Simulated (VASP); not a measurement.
# MoS2 (P-3m1) in VASP: a series of runs

Aim: see how the results for MoS2 move with the level of theory and the settings. Levels: PBE-based screened hybrid, PBE+D3(BJ). Tasks: single point.

Program: VASP 6.6.1. These are calculated values, not measurements. Logs are shortened: lines on timing, memory, paths and dates and some standing lists are left out, and cuts for length are marked.

## (1) The cell of the first run

The structure is trigonal, space group P-3m1 (No. 164). The conventional cell has a = 3.227 Å, b = 3.227 Å, c = 6.312 Å, α = 90.00°, β = 90.00°, γ = 120.00°. Mo (site symmetry -3m) has 6 S at 2.42 Å within 3.2 Å. Within 3.2 Å of S (site symmetry 3m) lie 3 Mo at 2.42 Å.

## (2) Single point, PBE-based screened hybrid

POSCAR reads:

```
MoS2
1.0
    3.2274645616      0.0000000000      0.0000000000
   -1.6137322808      2.7950663001      0.0000000000
    0.0000000000      0.0000000000      6.3124734200
Mo S
1 2
Direct
    0.0000000000      0.0000000000      0.5000000000
    0.6666666667      0.3333333333      0.7446806800
    0.3333333333      0.6666666667      0.2553193200
```

INCAR.step1 reads:

```
SYSTEM = MoS2
PREC     = Accurate       ! precision mode
ENCUT    = 520            ! plane-wave cutoff, eV
EDIFF    = 1E-5           ! SCF threshold, eV
ISMEAR   = -1             ! smearing method
SIGMA    = 0.05           ! smearing width, eV
LREAL    = .FALSE.        ! projectors in reciprocal space
LASPH    = .TRUE.         ! aspherical terms in the spheres
NELM     = 60             ! most SCF steps
ALGO     = Normal         ! electronic algorithm
ISIF     = 2              ! what is computed and relaxed
LWAVE    = .TRUE.         ! write WAVECAR
LCHARG   = .FALSE.        ! write CHGCAR
NBANDS   = 20             ! bands
GGA      = PE             ! functional
```

INCAR.step2 reads:

```
SYSTEM = MoS2
PREC     = Accurate       ! precision mode
ENCUT    = 520            ! plane-wave cutoff, eV
EDIFF    = 1E-6           ! SCF threshold, eV
ISMEAR   = -1             ! smearing method
SIGMA    = 0.05           ! smearing width, eV
LREAL    = .FALSE.        ! projectors in reciprocal space
LASPH    = .TRUE.         ! aspherical terms in the spheres
NELM     = 60             ! most SCF steps
ALGO     = Normal         ! electronic algorithm
ISIF     = 2              ! what is computed and relaxed
LWAVE    = .FALSE.        ! write WAVECAR
LCHARG   = .FALSE.        ! write CHGCAR
GGA      = PE             ! functional
LHFCALC  = .TRUE.         ! exact exchange
AEXX     = 0.5            ! exact-exchange fraction
HFSCREEN = 0.2            ! screening, 1/A
PRECFOCK = Normal       
NBANDS   = 20             ! bands
ISTART   = 1
```

KPOINTS reads:

```
Automatic mesh
0
G
  5 5 2
  0 0 0
```

Potentials or basis: VASP PAW PBE potentials, release 64 (Mo_sv, S).

Launch:

```console
cat potpaw_PBE.64/Mo_sv/POTCAR potpaw_PBE.64/S/POTCAR > POTCAR
cp INCAR.step1 INCAR
mpirun -np 1 vasp_std > vasp.out
cp INCAR.step2 INCAR
mpirun -np 1 vasp_std > vasp.out
```

OUTCAR:

```text
SYSTEM = MoS2
   PREC = Accurate
   ENCUT = 520
   EDIFF = 1E-6
   ISMEAR = -1
   LREAL = .FALSE.
   LASPH = .TRUE.
   NELM = 60
   ISIF = 2
   GGA = PE
   LHFCALC = .TRUE.
   AEXX = 0.5
   HFSCREEN = 0.2
   PRECFOCK = Normal
   ISTART = 1

 ion  position               nearest neighbor table
   1  0.000  0.000  0.500-   2 2.42   3 2.42   3 2.42   2 2.42   2 2.42   3 2.42
   2  0.667  0.333  0.745-   1 2.42   1 2.42   1 2.42
   3  0.333  0.667  0.255-   1 2.42   1 2.42   1 2.42

  LATTYP: Found a hexagonal cell.
 ALAT       =     3.2274645616
 C/A-ratio  =     1.9558614199

  Lattice vectors:

 A1 = (   3.2274645616,   0.0000000000,   0.0000000000)
 A2 = (  -1.6137322808,   2.7950663001,   0.0000000000)
 A3 = (   0.0000000000,   0.0000000000,   6.3124734200)

Analysis of symmetry for initial positions (statically):
=====================================================================
 Subroutine PRICEL returns:
 Original cell was already a primitive cell.

 Routine SETGRP: Setting up the symmetry group for a
 hexagonal supercell.

 Subroutine GETGRP returns: Found 12 space group operations
 (whereof 12 operations were pure point group operations)
 out of a pool of 24 trial point group operations.

The static configuration has the point symmetry D_3d.

Analysis of symmetry for dynamics (positions and initial velocities):
=====================================================================
 Subroutine PRICEL returns:
 Original cell was already a primitive cell.

 Routine SETGRP: Setting up the symmetry group for a
 hexagonal supercell.

 Subroutine GETGRP returns: Found 12 space group operations
 (whereof 12 operations were pure point group operations)
 out of a pool of 24 trial point group operations.

The dynamic configuration has the point symmetry D_3d.

 Subroutine INISYM returns: Found 12 space group operations
 (whereof 12 operations are pure point group operations),
 and found     1 'primitive' translations

----------------------------------------------------------------------------------------

                                     Primitive cell

  volume of cell :      56.9447

  direct lattice vectors                    reciprocal lattice vectors
     3.227464562  0.000000000  0.000000000     0.309840737  0.178886633  0.000000000
    -1.613732281  2.795066300  0.000000000     0.000000000  0.357773266  0.000000000
     0.000000000  0.000000000  6.312473420     0.000000000  0.000000000  0.158416509

  length of vectors
     3.227464562  3.227464562  6.312473420     0.357773266  0.357773266  0.158416509

  position of ions in fractional coordinates (direct lattice)
     0.000000000  0.000000000  0.500000000
     0.666666667  0.333333333  0.744680680
     0.333333333  0.666666667  0.255319320

  ion indices of the primitive-cell ions
   primitive index   ion index
                 1           1
                 2           2
                 3           3

----------------------------------------------------------------------------------------

 KPOINTS: Automatic mesh

Automatic generation of k-mesh.
 Grid dimensions read from file:
 generate k-points for:    5    5    2

 Generating k-lattice:

  Cartesian coordinates                     Fractional coordinates (reciprocal lattice)
     0.061968147  0.035777327  0.000000000     0.200000000  0.000000000  0.000000000
     0.000000000  0.071554653  0.000000000     0.000000000  0.200000000  0.000000000
     0.000000000  0.000000000  0.079208254     0.000000000  0.000000000  0.500000000

  Length of vectors
     0.071554653  0.071554653  0.079208254

  Shift w.r.t. Gamma in fractional coordinates (k-lattice)
     0.000000000  0.000000000  0.000000000

 Subroutine IBZKPT returns following result:
 ===========================================

 Found     10 irreducible k-points:

 Following reciprocal coordinates:
            Coordinates               Weight
  0.000000  0.000000  0.000000      1.000000
  0.200000 -0.000000  0.000000      6.000000
  0.400000  0.000000  0.000000      6.000000
  0.200000  0.200000  0.000000      6.000000
  0.400000  0.200000  0.000000      6.000000
  0.000000  0.000000  0.500000      1.000000
  0.200000 -0.000000  0.500000      6.000000
  0.400000  0.000000  0.500000      6.000000
  0.200000  0.200000  0.500000      6.000000
  0.400000  0.200000  0.500000      6.000000
   k-points           NKPTS =     10   k-points in BZ     NKDIM =     50   number of bands    NBANDS=     20
   number of dos      NEDOS =    301   number of ions     NIONS =      3
   total plane-waves  NPLWV =  27648
   dimension x,y,z NGX =    24 NGY =   24 NGZ =   48
   dimension x,y,z NGXF=    48 NGYF=   48 NGZF=   96
   ions per type =               1   2
   NGX,Y,Z   is equivalent  to a cutoff of  12.36, 12.36, 12.64 a.u.
   NGXF,Y,Z  is equivalent  to a cutoff of  24.72, 24.72, 25.28 a.u.
 SYSTEM =  MoS2
   PREC   = accura    normal or accurate (medium, high low for compatibility)
   ISTART =      1    job   : 0-new  1-cont  2-samecut
   ICHARG =      0    charge: 1-file 2-atom 10-const
   ISPIN  =      1    spin polarized calculation?
   LNONCOLLINEAR =      F non collinear calculations
   LSORBIT =      F    spin-orbit coupling
   LASPH  =      T    aspherical Exc in radial PAW
   ENCUT  =  520.0 eV  38.22 Ry    6.18 a.u.   6.00  6.00 11.74*2*pi/ulx,y,z
   NELM   =     60;   NELMIN=  2; NELMDL=  0     # of ELM steps
   EDIFF  = 0.1E-05   stopping-criterion for ELM
   LREAL  =      F    real-space projection
   EDIFFG = 0.1E-04   stopping-criterion for IOM
   NSW    =      0    number of steps for IOM
   IBRION =     -1    ionic relax: 0-MD 1-quasi-New 2-CG
   NFREE  =      0    steps in history (QN), initial steepest desc. (CG)
   ISIF   =      2    stress and relaxation
   ISYM   =      3    0-nonsym 1-usesym 2-fastsym
   POTIM  = 0.5000    time-step for ionic-motion
   TEBEG  =    0.0;   TEEND  =   0.0 temperature during run
   PSTRESS=    0.0 pullay stress
   NELECT =      26.0000    total number of electrons
   NUPDOWN=      -1.0000    fix difference up-down
   EMIN   =  10.00;   EMAX   =-10.00  energy-range for DOS
   EFERMI =   0.00;   METHOD = LEGACY
   ISMEAR =    -1;   SIGMA  =   0.05  broadening in eV -4-tet -1-fermi 0-gaus
   EFERMI_NEDOS =   21; number of points for ismear=-14 and -15
   IALGO  =     38    algorithm
   IMIX   =      1    mixing-type and parameters
     AMIX     =   0.40;   BMIX     =  1.00
     AMIX_MAG =   1.60;   BMIX_MAG =  1.00
  volume/ion in A,a.u.               =      18.98       128.09
  Fermi-wavevector in a.u.,A,eV,Ry     =   1.260612  2.382212 21.621610  1.589144
  Thomas-Fermi vector in A             =   2.394113
   LORBIT       =      0    0 simple, 1 ext, 2 COOP (PROOUT), +10 PAW based schemes
   GGA     = PE    functional components
   LHFCALC =     T    Hartree Fock is set to
   PRECFOCK=normal    Normal, Fast or Accurate (Low or Medium for compatibility)
   ENCUT4O =  -1.0   cutoff for four orbital integrals eV
   NKREDX  =     1    reduce k-point grid by
   NKREDY  =     1    reduce k-point grid by
   NKREDZ  =     1    reduce k-point grid by
   AEXX    =    0.5000 exact exchange contribution
   HFSCREEN=    0.2000 screening length (either q_TF or 0.3 A-1)
   HFSCREENC=   0.2000 screening length for correlation (either q_TF or 0.3 A-1)
   ENCUTFOCK=  -1.0 apply spherical cutoff to Coloumb kernel
   IVDW    =     0    specifies the selected vdW correction
   LEPSILON=     F    determine dielectric tensor
   LRPA    =     F    only Hartree local field effects (RPA)
 non-spin polarized calculation
  energy-cutoff  :      520.00
  volume of cell :       56.94
 maximum number of plane-waves:      1546
  NGX = 20; NGY = 20; NGZ = 40

 number of electron      26.0000001 magnetization

 Free energy of the ion-electron system (eV)
  ---------------------------------------------------
  ext. energy  EPLUGINS =         0.00000000
  ---------------------------------------------------
  free energy    TOTEN  =       -29.44032121 eV

  energy without entropy =      -29.43242477  energy(sigma->0) =      -29.43637299

 E-fermi :   6.3762     XC(G=0):  -6.7839

 val. band max:        6.1338129425   @ k =   0.0000   0.0000   0.5000
 cond. band min:       6.4102383282   @ k =   0.4000   0.2000   0.0000
 fundamental gap:      0.2764253858
 Fermi energy:         6.3761982813

 k-point     1 :       0.0000    0.0000    0.0000
  band No.  band energies     occupation
      1     -63.7679      2.00000
      2     -34.9250      2.00000
      3     -34.8584      2.00000
      4     -34.8584      2.00000
      5     -11.9405      2.00000
      6     -10.1596      2.00000
[... 12 lines left out ...]
     19      14.2737      0.00000
     20      17.8338      0.00000

 k-point     2 :       0.2000   -0.0000    0.0000
  band No.  band energies     occupation
      1     -63.7522      2.00000
      2     -35.0287      2.00000
      3     -34.8994      2.00000
      4     -34.8934      2.00000
      5     -11.2519      2.00000
      6     -10.0239      2.00000
[... 12 lines left out ...]
     19      15.8239      0.00000
     20      17.1098      0.00000

 k-point     3 :       0.4000    0.0000    0.0000
  band No.  band energies     occupation
      1     -63.7269      2.00000
      2     -35.2916      2.00000
      3     -34.9665      2.00000
      4     -34.8409      2.00000
      5     -10.1124      2.00000
      6      -9.4801      2.00000
[... 12 lines left out ...]
     19      14.9499      0.00000
     20      16.0457      0.00000

 k-point     4 :       0.2000    0.2000    0.0000
  band No.  band energies     occupation
      1     -63.7318      2.00000
      2     -35.2002      2.00000
      3     -34.9964      2.00000
      4     -34.8511      2.00000
      5     -10.1780      2.00000
      6      -9.8055      2.00000
[... 107 lines left out ...]
 k-point     9 :       0.2000    0.2000    0.5000
  band No.  band energies     occupation
      1     -63.7318      2.00000
      2     -35.2001      2.00000
      3     -34.9963      2.00000
      4     -34.8512      2.00000
      5     -10.0041      2.00000
      6      -9.9839      2.00000
[... 12 lines left out ...]
     19      16.5182      0.00000
     20      16.9202      0.00000

 k-point    10 :       0.4000    0.2000    0.5000
  band No.  band energies     occupation
      1     -63.7192      2.00000
      2     -35.2792      2.00000
      3     -35.0798      2.00000
      4     -34.8246      2.00000
      5      -9.7605      2.00000
      6      -9.2009      2.00000
[... 12 lines left out ...]
     19      15.4388      0.00000
     20      17.3302      0.00000

------------------------ aborting loop because EDIFF is reached ----------------------------------------

  FORCE on cell =-STRESS in cart. coord.  units (eV):
  Direction    XX          YY          ZZ          XY          YZ          ZX
  --------------------------------------------------------------------------------------
  -------------------------------------------------------------------------------------
  Total       -2.7960636     -2.7960636     -2.5113357      0.0000000     -0.0000000      0.0000000
  in kB      -78.6691532    -78.6691532    -70.6581382      0.0000000     -0.0000000      0.0000000
  external PRESSURE =     -75.9988149 kB  Pullay stress =       0.0000000 kB

 VOLUME and BASIS-vectors are now :
 -----------------------------------------------------------------------------
  energy-cutoff  :      520.00
  volume of cell :       56.94
      direct lattice vectors                 reciprocal lattice vectors
     3.227464562  0.000000000  0.000000000     0.309840737  0.178886633  0.000000000
    -1.613732281  2.795066300  0.000000000     0.000000000  0.357773266  0.000000000
     0.000000000  0.000000000  6.312473420     0.000000000  0.000000000  0.158416509

 POSITION                                       TOTAL-FORCE (eV/Angst)
 -----------------------------------------------------------------------------------
      0.00000      0.00000      3.15624        -0.000000      0.000000      0.000000
      1.61373      0.93169      4.70078         0.000000      0.000000     -0.828191
     -0.00000      1.86338      1.61170         0.000000      0.000000      0.828191
 -----------------------------------------------------------------------------------
    total drift:                                0.000000      0.000000      0.000000

  FREE ENERGIE OF THE ION-ELECTRON SYSTEM (eV)
  ---------------------------------------------------
  free  energy   TOTEN  =       -29.4403212122 eV

  energy  without entropy=      -29.4324247713  energy(sigma->0) =      -29.43637299
```

It took 27 min on 1 thread of Intel Xeon Platinum 8375C at 2.90GHz (Ice Lake), shared host; peak memory 0.28 GiB.

Results:

```yaml
Free_energy: -29.4403 eV
Pressure: -7.6 GPa
Largest_force: 0.828 eV/Å
Band_gap_on_the_k_mesh: zero (band 13 reaches 6.41 eV, above the bottom of band 14 at 5.87 eV)
```

Forces on the atoms (eV/Å):
```
Mo   0.000  0.000  0.000
S    0.000  0.000 -0.828
S    0.000  0.000  0.828
```

Caveat: the k points lie up to 0.50 Å⁻¹ apart; the PAW data sets were made with another functional, which shifts forces and pressure a little.

## (3) Single point, PBE+D3(BJ)

This run uses another cell than the first one, of 16.89 Å³/atom, 0.890 times its volume.

INCAR reads:

```
ALGO     = Normal         # electronic algorithm
EDIFF    = 1E-7           # SCF threshold, eV
ENCUT    = 520            # plane-wave cutoff, eV
GGA      = PE             # functional
ISIF     = 2              # what is computed and relaxed
ISMEAR   = -1             # smearing method
IVDW     = 12             # dispersion correction
LASPH    = True           # aspherical terms in the spheres
LCHARG   = False          # write CHGCAR
LREAL    = False          # projectors in reciprocal space
LWAVE    = False          # write WAVECAR
NBANDS   = 20             # bands
NELM     = 60             # most SCF steps
PREC     = Accurate       # precision mode
SIGMA    = 0.05           # smearing width, eV
```

KPOINTS reads:

```
k-points
0
Gamma
  9 9 4
```

POSCAR reads:

```
MoS2
1.0
    3.1735000330      0.0000000000      0.0000000000
   -1.5867500165      2.7483316475      0.0000000000
    0.0000000000      0.0000000000      5.8108348271
Mo S
1 2
Direct
    0.0000000000      0.0000000000      0.5000000000
    0.6666666667      0.3333333333      0.7708752608
    0.3333333333      0.6666666667      0.2291247392
```

Potentials or basis: VASP PAW PBE potentials, release 64 (Mo_sv, S).

Launch:

```console
cat potpaw_PBE.64/Mo_sv/POTCAR potpaw_PBE.64/S/POTCAR > POTCAR
mpirun -np 1 vasp_std > vasp.out
```

Wall time 25 s (1 thread of AMD EPYC 9R14 (Zen 4), shared host); peak memory 0.17 GiB.

The run converged. Its results:

```yaml
Free_energy: -22.2917 eV
Pressure: -0.1 GPa
Largest_force: 0.011 eV/Å
Band_gap_on_the_k_mesh: zero (band 13 reaches 9.27 eV, above the bottom of band 14 at 8.07 eV)
Dispersion_energy_per_atom: -0.450 eV
```

Forces on the atoms (eV/Å):
```
Mo   0.000  0.000  0.000
S    0.000  0.000 -0.011
S    0.000  0.000  0.011
```

Levels at points of the mesh, in eV from the Fermi level:
```
           k point  band 9  band 10  band 11  band 12  band 13  band 14  band 15  band 16  band 17  band 18
(0.00, 0.00, 0.00)   -3.93    -1.45    -1.22    -0.91    -0.91    -0.15    -0.15     2.96     2.96     6.00
(0.00, 0.00, 0.50)   -3.89    -3.89    -0.93    -0.93    -0.39    -0.39     0.12     3.44     3.44     6.39
```

Caveat: pairwise dispersion overbinds metals, which lowers pressure and volume.
